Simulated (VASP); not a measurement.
# Si2Sn (Fd-3m) in VASP: further runs

Si2Sn is run at these levels: PBE; tasks: single point, relaxation of cell and atoms.

All numbers are computed with VASP 6.6.1; they aren't measurements. Logs are shortened: lines on timing, memory, paths and dates and some standing lists are left out, and cuts for length are marked.

**1. The cell of the first run**

Symmetry: Fd-3m, No. 227, cubic system. The conventional cell has a = 7.651 Å, b = 7.651 Å, c = 7.651 Å, α = 90.00°, β = 90.00°, γ = 90.00°. Within 3.6 Å of Si (site symmetry -3m) lie 6 Si at 2.71 Å and 6 Sn at 3.17 Å. Within 4.2 Å of Sn (site symmetry -43m) lie 12 Si at 3.17 Å and 4 Sn at 3.31 Å.

**2. Single point, PBE**

The input, INCAR:

```
SYSTEM = Si2Sn
  ALGO = Normal
  EDIFF = 1E-6
  ENCUT = 520
  GGA = PE
  ISIF = 2
  ISMEAR = 0
  LASPH = .True.
  LCHARG = .True.
  LELF = .True.
  LREAL = .False.
  LVHAR = .True.
  LWAVE = .False.
  NBANDS = 31
  NELM = 80
  PREC = Accurate
  SIGMA = 0.1
```

The input, KPOINTS:

```
k-points
0
Gamma
  4 4 4
  0 0 0
```

The input, POSCAR:

```
Si2Sn
1.0
    0.0000000000      3.8255114723      3.8255114723
    3.8255114723      0.0000000000      3.8255114723
    3.8255114723      3.8255114723      0.0000000000
Si Sn
4 2
Direct
    0.6250000000      0.6250000000      0.6250000000
    0.1250000000      0.6250000000      0.6250000000
    0.6250000000      0.6250000000      0.1250000000
    0.6250000000      0.1250000000      0.6250000000
    0.0000000000      0.0000000000      0.0000000000
    0.2500000000      0.2500000000      0.2500000000
```

Potentials or basis: VASP PAW PBE potentials, release 64 (Si, Sn_d).

On the command line:

```sh
$ cat potpaw_PBE.64/Si/POTCAR potpaw_PBE.64/Sn_d/POTCAR > POTCAR
$ mpirun -np 1 vasp_std > vasp.out
```

OUTCAR:

```text
SYSTEM = Si2Sn
   EDIFF = 1E-6
   ENCUT = 520
   GGA = PE
   ISIF = 2
   ISMEAR = 0
   LASPH = .True.
   LREAL = .False.
   NELM = 80
   PREC = Accurate

 ion  position               nearest neighbor table
   1  0.625  0.625  0.625-   2 2.71   3 2.71   4 2.71   3 2.71   4 2.71   2 2.71   6 3.17   5 3.17
                             6 3.17   5 3.17   6 3.17   5 3.17
   2  0.125  0.625  0.625-   1 2.71   3 2.71   4 2.71   1 2.71   3 2.71   4 2.71   5 3.17   6 3.17
                             5 3.17   5 3.17   6 3.17   6 3.17
   3  0.625  0.625  0.125-   1 2.71   1 2.71   2 2.71   4 2.71   4 2.71   2 2.71   6 3.17   5 3.17
                             6 3.17   5 3.17   6 3.17   5 3.17
   4  0.625  0.125  0.625-   1 2.71   3 2.71   1 2.71   2 2.71   3 2.71   2 2.71   5 3.17   6 3.17
                             5 3.17   6 3.17   6 3.17   5 3.17
   5  0.000  0.000  0.000-   1 3.17   3 3.17   4 3.17   1 3.17   2 3.17   3 3.17   1 3.17   2 3.17
                             4 3.17   2 3.17   3 3.17   4 3.17   6 3.31   6 3.31   6 3.31   6 3.31
   6  0.250  0.250  0.250-   2 3.17   3 3.17   4 3.17   1 3.17   2 3.17   4 3.17   1 3.17   2 3.17
                             3 3.17   1 3.17   3 3.17   4 3.17   5 3.31   5 3.31   5 3.31   5 3.31

  LATTYP: Found a face centered cubic cell.
 ALAT       =     7.6510229446

  Lattice vectors:

 A1 = (   0.0000000000,   3.8255114723,   3.8255114723)
 A2 = (   3.8255114723,   0.0000000000,   3.8255114723)
 A3 = (   3.8255114723,   3.8255114723,   0.0000000000)

Analysis of symmetry for initial positions (statically):
=====================================================================
 Subroutine PRICEL returns:
 Original cell was already a primitive cell.

 Routine SETGRP: Setting up the symmetry group for a
 face centered cubic supercell.

 Subroutine GETGRP returns: Found 48 space group operations
 (whereof 24 operations were pure point group operations)
 out of a pool of 48 trial point group operations.

The static configuration has the point symmetry T_d .
 The point group associated with its full space group is O_h .

Analysis of symmetry for dynamics (positions and initial velocities):
=====================================================================
 Subroutine PRICEL returns:
 Original cell was already a primitive cell.

 Routine SETGRP: Setting up the symmetry group for a
 face centered cubic supercell.

 Subroutine GETGRP returns: Found 48 space group operations
 (whereof 24 operations were pure point group operations)
 out of a pool of 48 trial point group operations.

The dynamic configuration has the point symmetry T_d .
 The point group associated with its full space group is O_h .

 Subroutine INISYM returns: Found 48 space group operations
 (whereof 24 operations are pure point group operations),
 and found     1 'primitive' translations

----------------------------------------------------------------------------------------

                                     Primitive cell

  volume of cell :     111.9692

  direct lattice vectors                    reciprocal lattice vectors
     0.000000000  3.825511472  3.825511472    -0.130701477  0.130701477  0.130701477
     3.825511472  0.000000000  3.825511472     0.130701477 -0.130701477  0.130701477
     3.825511472  3.825511472  0.000000000     0.130701477  0.130701477 -0.130701477

  length of vectors
     5.410090207  5.410090207  5.410090207     0.226381599  0.226381599  0.226381599

  position of ions in fractional coordinates (direct lattice)
     0.625000000  0.625000000  0.625000000
     0.125000000  0.625000000  0.625000000
     0.625000000  0.625000000  0.125000000
     0.625000000  0.125000000  0.625000000
     0.000000000  0.000000000  0.000000000
     0.250000000  0.250000000  0.250000000

  ion indices of the primitive-cell ions
   primitive index   ion index
                 1           1
                 2           2
                 3           3
                 4           4
                 5           5
                 6           6

----------------------------------------------------------------------------------------

 KPOINTS: k-points

Automatic generation of k-mesh.
 Grid dimensions read from file:
 generate k-points for:    4    4    4

 Generating k-lattice:

  Cartesian coordinates                     Fractional coordinates (reciprocal lattice)
    -0.032675369  0.032675369  0.032675369     0.250000000  0.000000000  0.000000000
     0.032675369 -0.032675369  0.032675369     0.000000000  0.250000000  0.000000000
     0.032675369  0.032675369 -0.032675369     0.000000000  0.000000000  0.250000000

  Length of vectors
     0.056595400  0.056595400  0.056595400

  Shift w.r.t. Gamma in fractional coordinates (k-lattice)
     0.000000000  0.000000000  0.000000000

 Subroutine IBZKPT returns following result:
 ===========================================

 Found      8 irreducible k-points:

 Following reciprocal coordinates:
            Coordinates               Weight
  0.000000  0.000000  0.000000      1.000000
  0.250000  0.000000  0.000000      8.000000
  0.500000  0.000000  0.000000      4.000000
  0.250000  0.250000  0.000000      6.000000
  0.500000  0.250000  0.000000     24.000000
 -0.250000  0.250000  0.000000     12.000000
  0.500000  0.500000  0.000000      3.000000
 -0.250000  0.500000  0.250000      6.000000
   k-points           NKPTS =      8   k-points in BZ     NKDIM =      8   number of bands    NBANDS=     31
   number of dos      NEDOS =    301   number of ions     NIONS =      6
   total plane-waves  NPLWV =  64000
   dimension x,y,z NGX =    40 NGY =   40 NGZ =   40
   dimension x,y,z NGXF=    80 NGYF=   80 NGZF=   80
   ions per type =               4   2
   NGX,Y,Z   is equivalent  to a cutoff of  12.29, 12.29, 12.29 a.u.
   NGXF,Y,Z  is equivalent  to a cutoff of  24.58, 24.58, 24.58 a.u.
 SYSTEM =  Si2Sn
   PREC   = accura    normal or accurate (medium, high low for compatibility)
   ISTART =      0    job   : 0-new  1-cont  2-samecut
   ICHARG =      2    charge: 1-file 2-atom 10-const
   ISPIN  =      1    spin polarized calculation?
   LNONCOLLINEAR =      F non collinear calculations
   LSORBIT =      F    spin-orbit coupling
   LASPH  =      T    aspherical Exc in radial PAW
   ENCUT  =  520.0 eV  38.22 Ry    6.18 a.u.  10.06 10.06 10.06*2*pi/ulx,y,z
   NELM   =     80;   NELMIN=  2; NELMDL= -5     # of ELM steps
   EDIFF  = 0.1E-05   stopping-criterion for ELM
   LREAL  =      F    real-space projection
   EDIFFG = 0.1E-04   stopping-criterion for IOM
   NSW    =      0    number of steps for IOM
   IBRION =     -1    ionic relax: 0-MD 1-quasi-New 2-CG
   NFREE  =      0    steps in history (QN), initial steepest desc. (CG)
   ISIF   =      2    stress and relaxation
   ISYM   =      2    0-nonsym 1-usesym 2-fastsym
   POTIM  = 0.5000    time-step for ionic-motion
   TEBEG  =    0.0;   TEEND  =   0.0 temperature during run
   PSTRESS=    0.0 pullay stress
   NELECT =      44.0000    total number of electrons
   NUPDOWN=      -1.0000    fix difference up-down
   EMIN   =  10.00;   EMAX   =-10.00  energy-range for DOS
   EFERMI =   0.00;   METHOD = LEGACY
   ISMEAR =     0;   SIGMA  =   0.10  broadening in eV -4-tet -1-fermi 0-gaus
   EFERMI_NEDOS =   21; number of points for ismear=-14 and -15
   IALGO  =     38    algorithm
   IMIX   =      4    mixing-type and parameters
     AMIX     =   0.40;   BMIX     =  1.00
     AMIX_MAG =   1.60;   BMIX_MAG =  1.00
  volume/ion in A,a.u.               =      18.66       125.93
  Fermi-wavevector in a.u.,A,eV,Ry     =   1.199111  2.265992 19.563385  1.437868
  Thomas-Fermi vector in A             =   2.334983
   LORBIT       =      0    0 simple, 1 ext, 2 COOP (PROOUT), +10 PAW based schemes
   GGA     = PE    functional components
   LHFCALC =     F    Hartree Fock is set to
   AEXX    =    0.0000 exact exchange contribution
   IVDW    =     0    specifies the selected vdW correction
   LEPSILON=     F    determine dielectric tensor
   LRPA    =     F    only Hartree local field effects (RPA)
 non-spin polarized calculation
 Gauss-broadening in eV      SIGMA  =   0.10
  energy-cutoff  :      520.00
  volume of cell :      111.97
 maximum number of plane-waves:      3042
   NGX = 21   NGY = 21   NGZ = 21

 number of electron      43.9999981 magnetization

 Free energy of the ion-electron system (eV)
  ---------------------------------------------------
  ext. energy  EPLUGINS =         0.00000000
  ---------------------------------------------------
  free energy    TOTEN  =       -26.47282246 eV

  energy without entropy =      -26.44558903  energy(sigma->0) =      -26.45920574

 E-fermi :   9.1200     XC(G=0): -10.8707

 val. band max:        8.9749972345   @ k =   0.5000   0.5000   0.0000
 cond. band min:       9.1227418631   @ k =   0.5000   0.2500   0.0000
 fundamental gap:      0.1477446286
 Fermi energy:         9.1200266517

 k-point     1 :       0.0000    0.0000    0.0000
  band No.  band energies     occupation
      1     -12.3901      2.00000
      2     -12.3901      2.00000
      3     -12.3901      2.00000
      4     -12.3810      2.00000
      5     -12.3810      2.00000
      6     -12.3001      2.00000
[... 23 lines left out ...]
     30      15.1170      0.00000
     31      15.1170      0.00000

 k-point     2 :       0.2500    0.0000    0.0000
  band No.  band energies     occupation
      1     -12.3977      2.00000
      2     -12.3977      2.00000
      3     -12.3865      2.00000
      4     -12.3700      2.00000
      5     -12.3700      2.00000
      6     -12.3124      2.00000
[... 23 lines left out ...]
     30      15.1271      0.00000
     31      15.2954      0.00000

 k-point     3 :       0.5000    0.0000    0.0000
  band No.  band energies     occupation
      1     -12.3998      2.00000
      2     -12.3998      2.00000
      3     -12.3831      2.00000
      4     -12.3658      2.00000
      5     -12.3658      2.00000
      6     -12.3169      2.00000
[... 159 lines left out ...]
     30      11.7265      0.00000
     31      12.7980      0.00000

 k-point     8 :      -0.2500    0.5000    0.2500
  band No.  band energies     occupation
      1     -12.4095      2.00000
      2     -12.4095      2.00000
      3     -12.3560      2.00000
      4     -12.3560      2.00000
      5     -12.3416      2.00000
      6     -12.3416      2.00000
[... 23 lines left out ...]
     30      13.4909      0.00000
     31      13.6578      0.00000

------------------------ aborting loop because EDIFF is reached ----------------------------------------

  FORCE on cell =-STRESS in cart. coord.  units (eV):
  Direction    XX          YY          ZZ          XY          YZ          ZX
  --------------------------------------------------------------------------------------
  -------------------------------------------------------------------------------------
  Total        0.7420633      0.7420633      0.7420633     -0.0000000      0.0000000      0.0000000
  in kB       10.6182511     10.6182511     10.6182511     -0.0000000      0.0000000      0.0000000
  external PRESSURE =      10.6182511 kB  Pullay stress =       0.0000000 kB

 VOLUME and BASIS-vectors are now :
 -----------------------------------------------------------------------------
  energy-cutoff  :      520.00
  volume of cell :      111.97
      direct lattice vectors                 reciprocal lattice vectors
     0.000000000  3.825511472  3.825511472    -0.130701477  0.130701477  0.130701477
     3.825511472  0.000000000  3.825511472     0.130701477 -0.130701477  0.130701477
     3.825511472  3.825511472  0.000000000     0.130701477  0.130701477 -0.130701477

 POSITION                                       TOTAL-FORCE (eV/Angst)
 -----------------------------------------------------------------------------------
      4.78189      4.78189      4.78189        -0.000000      0.000000     -0.000000
      4.78189      2.86913      2.86913        -0.000000      0.000000     -0.000000
      2.86913      2.86913      4.78189        -0.000000      0.000000     -0.000000
      2.86913      4.78189      2.86913        -0.000000      0.000000     -0.000000
      0.00000      0.00000      0.00000         0.000000      0.000000      0.000000
      1.91276      1.91276      1.91276        -0.000000     -0.000000     -0.000000
 -----------------------------------------------------------------------------------
    total drift:                               -0.000000     -0.000000      0.000000

  FREE ENERGIE OF THE ION-ELECTRON SYSTEM (eV)
  ---------------------------------------------------
  free  energy   TOTEN  =       -26.4728224569 eV

  energy  without entropy=      -26.4455890276  energy(sigma->0) =      -26.45920574
```

It took 18 s on 1 thread of AMD EPYC 9R45 (Zen 5), shared host; peak memory 0.21 GiB.

What came out:

| Item | Value |
| --- | --- |
| Free energy | -26.4728 eV |
| Pressure | 1.1 GPa |
| Band gap on the k mesh | zero (bands 22 and 23 overlap by 1.78 eV) |

Caveat: spin-orbit coupling is left out, which moves the levels of the heavy elements.

**3. Single point, PBE**

This run uses another cell than the first one, of 18.98 Å³/atom.

The input, INCAR:

```
ALGO     = Normal         # electronic algorithm
EDIFF    = 1E-6           # SCF threshold, eV
ENCUT    = 520            # plane-wave cutoff, eV
GGA      = PE             # functional
ISIF     = 2              # what is computed and relaxed
ISMEAR   = 0              # smearing method
LASPH    = True           # aspherical terms in the spheres
LCHARG   = False          # write CHGCAR
LREAL    = False          # projectors in reciprocal space
LWAVE    = False          # write WAVECAR
NBANDS   = 31             # bands
NELM     = 100            # most SCF steps
PREC     = Accurate       # precision mode
SIGMA    = 0.1            # smearing width, eV
```

The input, KPOINTS:

```
k-points
0
Gamma
  8 8 8
```

POSCAR, as its differences from that of step 2:

```diff
@@ -2,5 +2,5 @@
 1.0
-    0.0000000000      3.8255114723      3.8255114723
-    3.8255114723      0.0000000000      3.8255114723
-    3.8255114723      3.8255114723      0.0000000000
+    0.0000000000      3.8472125244      3.8472125244
+    3.8472125244      0.0000000000      3.8472125244
+    3.8472125244      3.8472125244      0.0000000000
 Si Sn
```

Potentials or basis: VASP PAW PBE potentials, release 64 (Si, Sn_d).

On the command line:

```sh
$ cat potpaw_PBE.64/Si/POTCAR potpaw_PBE.64/Sn_d/POTCAR > POTCAR
$ mpirun -np 1 vasp_std > vasp.out
```

Wall time 49 s (1 thread of AMD EPYC 9R45 (Zen 5), shared host); peak memory 0.25 GiB.

The run converged. Its results:

| Item | Value |
| --- | --- |
| Free energy | -26.6914 eV |
| Pressure | -0.1 GPa |
| Band gap on the k mesh | zero (bands 22 and 23 overlap by 2.37 eV) |

Levels at points of the mesh, in eV from the Fermi level:
```tsv
k point	band 19	band 20	band 21	band 22	band 23	band 24	band 25	band 26
(0.00, 0.00, 0.00)	-4.49	-3.79	-1.87	-1.87	-1.66	-1.66	-1.66	5.40
(0.50, 0.00, 0.00)	-2.08	-0.91	-0.50	-0.50	-0.33	-0.33	2.77	2.82
(0.50, 0.50, 0.00)	-0.32	-0.32	-0.12	-0.12	0.29	0.29	1.90	1.90
```

Caveat: spin-orbit coupling is left out, which moves the levels of the heavy elements.

**4. Relaxation of cell and atoms, PBE**

The input, INCAR:

```
SYSTEM = Si2Sn
PREC = Accurate ; ENCUT = 600
EDIFF = 1E-7 ; ISMEAR = 0
SIGMA = 0.1 ; LREAL = .False.
LASPH = .True. ; NELM = 100
ALGO = Normal ; ISIF = 3
LWAVE = .False. ; LCHARG = .False.
GGA = PE ; IBRION = 2
NSW = 100 ; EDIFFG = -0.01
```

The input, KPOINTS:

```
regular mesh
0
Gamma
  8 8 8
  0 0 0
```

POSCAR, as its differences from that of step 3:

```diff
@@ -2,5 +2,5 @@
 1.0
-    0.0000000000      3.8472125244      3.8472125244
-    3.8472125244      0.0000000000      3.8472125244
-    3.8472125244      3.8472125244      0.0000000000
+    0.0000000000      3.8255114723      3.8255114723
+    3.8255114723      0.0000000000      3.8255114723
+    3.8255114723      3.8255114723      0.0000000000
 Si Sn
```

On the command line:

```sh
$ cat potpaw_PBE.64/Si/POTCAR potpaw_PBE.64/Sn_d/POTCAR > POTCAR
$ mpirun -np 1 vasp_std > vasp.out
```

Run time: 3.5 min. Hardware: 1 thread of AMD EPYC 9R45 (Zen 5), shared host; peak memory 0.35 GiB.

The run converged. Its results:

```yaml
Free_energy: -26.6915 eV
Relaxed_volume: 18.98 Å³/atom
Relaxed_cell: a = 5.440 Å, b = 5.440 Å, c = 5.440 Å, α = 60.00°, β = 60.00°, γ = 60.00°
Space_group_after_relaxing_to_0.1_Å: Fd-3m (No. 227)
Energy_gained_by_relaxing: 1.1 meV/atom
Ionic_steps: 3
Pressure_after_relaxing: 0.0 GPa
Band_gap_on_the_k_mesh: zero (bands 22 and 23 overlap by 2.38 eV)
```

Step by step:
```tsv
step	energy change (eV)	largest force (eV/Å)	pressure (GPa)	volume (Å³)
1	0.0000	0.0000	1.18	111.97
2	-0.0066	0.0000	-0.22	114.22
3	-0.0069	0.0000	0.00	113.85
```

Final structure:
```cif
data_structure
_symmetry_space_group_name_H-M 'P 1'
_symmetry_Int_Tables_number 1
_cell_length_a 5.4403
_cell_length_b 5.4403
_cell_length_c 5.4403
_cell_angle_alpha 60.000
_cell_angle_beta 60.000
_cell_angle_gamma 60.000
_cell_volume 113.85
loop_
_atom_site_label
_atom_site_type_symbol
_atom_site_fract_x
_atom_site_fract_y
_atom_site_fract_z
_atom_site_occupancy
Si1 Si 0.62500 0.62500 0.62500 1
Si2 Si 0.12500 0.62500 0.62500 1
Si3 Si 0.62500 0.62500 0.12500 1
Si4 Si 0.62500 0.12500 0.62500 1
Sn1 Sn 0.00000 0.00000 0.00000 1
Sn2 Sn 0.25000 0.25000 0.25000 1
```

Levels at points of the mesh, in eV from the Fermi level:
```tsv
k point	band 19	band 20	band 21	band 22	band 23	band 24	band 25	band 26
(0.00, 0.00, 0.00)	-4.49	-3.79	-1.87	-1.87	-1.66	-1.66	-1.66	5.40
(0.50, 0.00, 0.00)	-2.08	-0.91	-0.50	-0.50	-0.33	-0.33	2.77	2.82
(0.50, 0.50, 0.00)	-0.32	-0.32	-0.12	-0.12	0.29	0.29	1.90	1.90
```

Caveat: spin-orbit coupling is left out, which moves the levels of the heavy elements.

**5. Summary**

```csv
task,cell,k mesh,cutoff (eV),gap on the mesh (eV),pressure (GPa)
single point,"a = 5.410 Å, angles 60.0°, 6 atoms",4 × 4 × 4,520,none,1.1
single point,"a = 5.441 Å, angles 60.0°, 6 atoms",8 × 8 × 8,520,none,-0.1
relaxation of cell and atoms,"relaxed from a = 5.410 Å, angles 60.0°, 6 atoms",8 × 8 × 8,600,none,0.0
```

Alike in all rows: level PBE; potentials or basis VASP PAW PBE potentials, release 64 (Si, Sn_d); no spin polarisation; smearing gaussian 0.1 eV.

Caveats: spin-orbit coupling is left out, which moves the levels of the heavy elements.

Absolute energies hang on the potentials; compare differences alone.

The gap in the log of VASP goes by the Fermi energy; the results here count the filled bands.